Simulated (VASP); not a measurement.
# ZrB2 (P6/mmm) in VASP: a series of runs, part 2 of 2

VASP 6.6.1.

## (4) Single point, PBE0

POSCAR

```
ZrB2
1.0
    3.1700000000      0.0000000000      0.0000000000
   -1.5850000000      2.7453005300      0.0000000000
    0.0000000000      0.0000000000      3.5330000000
Zr B
1 2
Direct
    0.0000000000      0.0000000000      0.0000000000
    0.6666666667      0.3333333333      0.5000000000
    0.3333333333      0.6666666667      0.5000000000
```

INCAR.step1

```
SYSTEM = ZrB2
ALGO     = Normal         ! electronic algorithm
EDIFF    = 1E-5           ! SCF threshold, eV
ENCUT    = 520            ! plane-wave cutoff, eV
GGA      = PE             ! functional
ISIF     = 2              ! what is computed and relaxed
ISMEAR   = -1             ! smearing method
LASPH    = .True.         ! aspherical terms in the spheres
LREAL    = .False.        ! projectors in reciprocal space
LWAVE    = .True.         ! write WAVECAR
NBANDS   = 16             ! bands
NELM     = 80             ! most SCF steps
PREC     = Accurate       ! precision mode
SIGMA    = 0.05           ! smearing width, eV
```

INCAR.step2

```
SYSTEM = ZrB2
AEXX     = 0.25           ! exact-exchange fraction
ALGO     = Normal         ! electronic algorithm
EDIFF    = 1E-6           ! SCF threshold, eV
ENCUT    = 520            ! plane-wave cutoff, eV
GGA      = PE             ! functional
ISIF     = 2              ! what is computed and relaxed
ISMEAR   = -1             ! smearing method
ISTART   = 1            
LASPH    = .True.         ! aspherical terms in the spheres
LCHARG   = .True.         ! write CHGCAR
LELF     = .True.         ! ELF
LHFCALC  = .True.         ! exact exchange
LREAL    = .False.        ! projectors in reciprocal space
LVHAR    = .True.       
LWAVE    = .False.        ! write WAVECAR
NBANDS   = 16             ! bands
NELM     = 80             ! most SCF steps
PREC     = Accurate       ! precision mode
PRECFOCK = Normal       
SIGMA    = 0.05           ! smearing width, eV
```

KPOINTS

```
k-points
0
Gamma
  6 6 6
  0 0 0
```

Potentials or basis: VASP PAW PBE potentials, release 64 (Zr_sv, B).

Run with:

```
cat potpaw_PBE.64/Zr_sv/POTCAR potpaw_PBE.64/B/POTCAR > POTCAR
cp INCAR.step1 INCAR
mpirun -np 1 vasp_std > vasp.out
cp INCAR.step2 INCAR
mpirun -np 1 vasp_std > vasp.out
```

OUTCAR:

```text
SYSTEM = ZrB2
   AEXX = 0.25
   EDIFF = 1E-6
   ENCUT = 520
   GGA = PE
   ISIF = 2
   ISMEAR = -1
   ISTART = 1
   LASPH = .True.
   LHFCALC = .True.
   LREAL = .False.
   NELM = 80
   PREC = Accurate
   PRECFOCK = Normal

 ion  position               nearest neighbor table
   1  0.000  0.000  0.000-   2 2.54   3 2.54   2 2.54   3 2.54   2 2.54   2 2.54   3 2.54   3 2.54
                             2 2.54   2 2.54   3 2.54   3 2.54
   2  0.667  0.333  0.500-   3 1.83   3 1.83   3 1.83   1 2.54   1 2.54   1 2.54   1 2.54   1 2.54
                             1 2.54
   3  0.333  0.667  0.500-   2 1.83   2 1.83   2 1.83   1 2.54   1 2.54   1 2.54   1 2.54   1 2.54
                             1 2.54

  LATTYP: Found a hexagonal cell.
 ALAT       =     3.1700000000
 C/A-ratio  =     1.1145110410

  Lattice vectors:

 A1 = (   3.1700000000,   0.0000000000,   0.0000000000)
 A2 = (  -1.5850000000,   2.7453005300,   0.0000000000)
 A3 = (   0.0000000000,   0.0000000000,   3.5330000000)

Analysis of symmetry for initial positions (statically):
=====================================================================
 Subroutine PRICEL returns:
 Original cell was already a primitive cell.

 Routine SETGRP: Setting up the symmetry group for a
 hexagonal supercell.

 Subroutine GETGRP returns: Found 24 space group operations
 (whereof 24 operations were pure point group operations)
 out of a pool of 24 trial point group operations.

The static configuration has the point symmetry D_6h.

Analysis of symmetry for dynamics (positions and initial velocities):
=====================================================================
 Subroutine PRICEL returns:
 Original cell was already a primitive cell.

 Routine SETGRP: Setting up the symmetry group for a
 hexagonal supercell.

 Subroutine GETGRP returns: Found 24 space group operations
 (whereof 24 operations were pure point group operations)
 out of a pool of 24 trial point group operations.

[... 130 lines left out ...]
   ENCUT4O =  -1.0   cutoff for four orbital integrals eV
   NKREDX  =     1    reduce k-point grid by
   NKREDY  =     1    reduce k-point grid by
   NKREDZ  =     1    reduce k-point grid by
   AEXX    =    0.2500 exact exchange contribution
   HFSCREEN=    0.0000 screening length (either q_TF or 0.3 A-1)
   HFSCREENC=   0.0000 screening length for correlation (either q_TF or 0.3 A-1)
   ENCUTFOCK=  -1.0 apply spherical cutoff to Coloumb kernel
   IVDW    =     0    specifies the selected vdW correction
   LEPSILON=     F    determine dielectric tensor
   LRPA    =     F    only Hartree local field effects (RPA)
 non-spin polarized calculation
  energy-cutoff  :      520.00
  volume of cell :       30.75
 maximum number of plane-waves:       840
 NGX is ok and might be reduce to    24
  NGX = 18; NGY = 18; NGZ = 20

 number of electron      18.0000000 magnetization

 Free energy of the ion-electron system (eV)
  ---------------------------------------------------
  ext. energy  EPLUGINS =         0.00000000
  ---------------------------------------------------
  free energy    TOTEN  =       -29.64454178 eV

  energy without entropy =      -29.64132001  energy(sigma->0) =      -29.64293089

 E-fermi :  10.3297     XC(G=0):  -9.7716

 val. band max:        9.8069737170   @ k =   0.1667   0.1667   0.1667
 cond. band min:      10.3854167717   @ k =   0.1667   0.1667   0.1667
 fundamental gap:      0.5784430547
 Fermi energy:        10.3296858862

 k-point     1 :       0.0000    0.0000    0.0000
  band No.  band energies     occupation
      1     -42.1675      2.00000
      2     -18.9991      2.00000
      3     -18.3651      2.00000
      4     -18.3651      2.00000
      5      -4.4604      2.00000
      6       7.0335      2.00000
[... 433 lines left out ...]
      3     -19.1169      2.00000
      4     -18.4994      2.00000
      5      -1.6566      2.00000
      6       3.2863      2.00000
[... 8 lines left out ...]
     15      20.4483      0.00000
     16      23.6784      0.00000

 [... further k-points ...]

------------------------ aborting loop because EDIFF is reached ----------------------------------------

  FORCE on cell =-STRESS in cart. coord.  units (eV):
  Direction    XX          YY          ZZ          XY          YZ          ZX
  --------------------------------------------------------------------------------------
  -------------------------------------------------------------------------------------
  Total       -0.2886368     -0.2886368     -0.6801526      0.0000000      0.0000000      0.0000000
  in kB      -15.0407519    -15.0407519    -35.4424829      0.0000000      0.0000000      0.0000000
  external PRESSURE =     -21.8413289 kB  Pullay stress =       0.0000000 kB

 VOLUME and BASIS-vectors are now :
 -----------------------------------------------------------------------------
  energy-cutoff  :      520.00
  volume of cell :       30.75
      direct lattice vectors                 reciprocal lattice vectors
     3.170000000  0.000000000  0.000000000     0.315457413  0.182129422  0.000000000
    -1.585000000  2.745300530  0.000000000     0.000000000  0.364258845  0.000000000
     0.000000000  0.000000000  3.533000000     0.000000000  0.000000000  0.283045570

 POSITION                                       TOTAL-FORCE (eV/Angst)
 -----------------------------------------------------------------------------------
      0.00000      0.00000      0.00000         0.000000      0.000000      0.000000
      1.58500      0.91510      1.76650        -0.000000     -0.000000      0.000000
     -0.00000      1.83020      1.76650         0.000000      0.000000      0.000000
 -----------------------------------------------------------------------------------
    total drift:                                0.000000     -0.000000      0.000000

  FREE ENERGIE OF THE ION-ELECTRON SYSTEM (eV)
  ---------------------------------------------------
  free  energy   TOTEN  =       -29.6445417758 eV

  energy  without entropy=      -29.6413200105  energy(sigma->0) =      -29.64293089
```

Run time: 64 min. Hardware: 1 thread of Oxide Virtual Turin-like, shared host; peak memory 0.14 GiB.

What came out:

* Free energy: -29.6445 eV
* Pressure: -2.2 GPa
* Band gap on the k mesh: zero (bands 9 and 10 overlap by 1.58 eV)

Caveat: the k points lie up to 0.38 Å⁻¹ apart, too coarse for converged energies and pressures of a metal; the PAW data sets were made with another functional, which shifts forces and pressure a little.

## (5) The runs side by side

```csv
level,k mesh,smearing,screening parameter,gap on the mesh (eV),pressure (GPa)
HSE06,9 × 9 × 7,methfessel-paxton 0.1 eV,0.2079 1/Å,none,-2.2
HSE06,7 × 7 × 6,methfessel-paxton 0.1 eV,0.2079 1/Å,none,-2.2
PBE0,6 × 6 × 6,fermi-dirac 0.05 eV,-,none,-2.2
```

Alike in all rows: task single point; potentials or basis VASP PAW PBE potentials, release 64 (Zr_sv, B); no spin polarisation; cell as given; cutoff (eV) 520.

Caveats: some runs use coarse meshes; the PAW data sets were made with another functional, which shifts forces and pressure a little.

Absolute energies hang on the potentials; compare differences alone.

The gap in the log of VASP goes by the Fermi energy; the results here count the filled bands.